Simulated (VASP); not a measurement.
BaZrO3, 5 atoms in the cell. It takes space group Pm-3m (No. 221, cubic). Conventional cell: a = 4.140 Å, b = 4.140 Å, c = 4.140 Å, α = 90.00°, β = 90.00°, γ = 90.00°. Ba (site symmetry m-3m) has 12 O at 2.93 Å and 8 Zr at 3.59 Å within 3.9 Å. Zr (site symmetry m-3m) has 6 O at 2.07 Å within 2.7 Å. Within 2.7 Å of O (site symmetry 4/mmm) lie 2 Zr at 2.07 Å. 

| Property | Result |
| --- | --- |
| Program | VASP 6.6.1 |
| Task | relaxation of cell and atoms |
| Functional | PBEsol |
| Potentials or basis | VASP PAW PBE potentials, release 64 (Ba_sv, Zr_sv, O) |
| Cutoff | 600 eV |
| k mesh | 6 × 6 × 6 |
| Occupations | gaussian, width 0.02 eV |
| Spin | no spin polarisation |
| Target pressure | 5 GPa |
| Dipole correction | no |
| Further INCAR settings | ALGO = Normal; EDIFF = 1e-06; IBRION = 2; EDIFFG = -0.008; NSW = 70; ISIF = 3 |

Potentials or basis: VASP PAW PBE potentials, release 64 (Ba_sv, Zr_sv, O).

The run is started by

```bash
$ cat potpaw_PBE.64/Ba_sv/POTCAR potpaw_PBE.64/Zr_sv/POTCAR potpaw_PBE.64/O/POTCAR > POTCAR
$ mpirun -np 1 vasp_std > vasp.out
```

Hardware: 1 thread of Intel Xeon 8259CL, on a shared host.

Task: Estimate the wall time of this run.

Result: It took 3 min on 1 thread of Intel Xeon 8259CL (shared host), peak memory 0.24 GiB. Counts: scf iterations 32, k points 20, ion steps 3.
